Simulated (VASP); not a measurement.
A run of VASP 6.6.1 is set up as follows.

File INCAR:

```
SYSTEM = V
PREC = Accurate
ENCUT = 450
EDIFF = 1E-6
ISMEAR = -1
SIGMA = 0.05
LREAL = .FALSE.
LASPH = .TRUE.
NELM = 300
ALGO = Normal
ISIF = 2
LWAVE = .FALSE.
LCHARG = .FALSE.
ISPIN = 2
MAGMOM = 2
LORBIT = 11
LMAXMIX = 4
GGA = PE
NBANDS = 16
GGA_COMPAT = .FALSE.
NELMDL = -8
AMIX = 0.1
BMIX = 1E-4
AMIX_MAG = 0.4
BMIX_MAG = 1E-4
KPAR = 4
```

Contents of KPOINTS:

```
Automatic mesh
0
G
  11 11 1
  0 0 0
```

File POSCAR:

```
V
1.0
    2.2955200000      0.0000000000      0.0000000000
    0.0000000000      2.2955200000      0.0000000000
    0.0000000000      0.0000000000     23.8000000000
V
1
Direct
    0.5000000000      0.5000000000      0.2941200000
```

Potentials or basis: VASP PAW PBE potentials, release 64 (V_sv).

Run with:

```console
$ cat potpaw_PBE.64/V_sv/POTCAR > POTCAR
$ mpirun -np 4 vasp_std > vasp.out
```

Q: Estimate the net moment.

A: 0.00 μB per cell.

Caveat: the moments typed at the start vanished in this run.
